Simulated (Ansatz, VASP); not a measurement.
# Ba16O: VASP beside Ansatz

```
CELL_PARAMETERS angstrom
10.04000 0.00000 0.00000
0.00000 10.04000 0.00000
0.00000 0.00000 10.04000
ATOMIC_POSITIONS crystal
Ba 0.03114 0.00011 0.00274
Ba 0.46940 0.00011 0.00274
Ba 0.00461 0.50015 0.00266
Ba 0.98989 0.00011 0.51428
Ba 0.25016 0.21915 0.24689
Ba 0.49579 0.50015 0.00274
Ba 0.51048 0.00011 0.51415
Ba 0.75028 0.24565 0.24720
Ba 0.99327 0.50008 0.49302
Ba 0.25015 0.78106 0.24694
Ba 0.25023 0.26045 0.73577
Ba 0.50715 0.50008 0.49293
Ba 0.75028 0.75455 0.24724
Ba 0.75019 0.25719 0.75677
Ba 0.25023 0.73972 0.73571
Ba 0.75019 0.74301 0.75672
O 0.25036 0.00014 0.12458
```

Alike in both runs: functional PBE; dispersion D3(BJ); k mesh 2 × 2 × 2; occupations gaussian, width 0.1 eV; no spin polarisation.

Ansatz relaxed the structure, and its values are those at the end. VASP's run is a single point on that final structure, the one shown.

|  | VASP | Ansatz |
| --- | --- | --- |
| version | VASP 6.6.1 | Ansatz 0.2.0 |
| potentials or method | VASP PAW PBE potentials, release 64 (Ba_sv, O), cutoff 520 eV | scalar-relativistic, plane waves, PAW |
| valence electrons in the cell | 166 | 166 |

Ansatz gave:

* rms of the force components (eV/Å): 0.010

Question: Which values does VASP return?

Answer: rms of the force components (eV/Å): 0.062.

Neither program's run includes spin-orbit coupling.
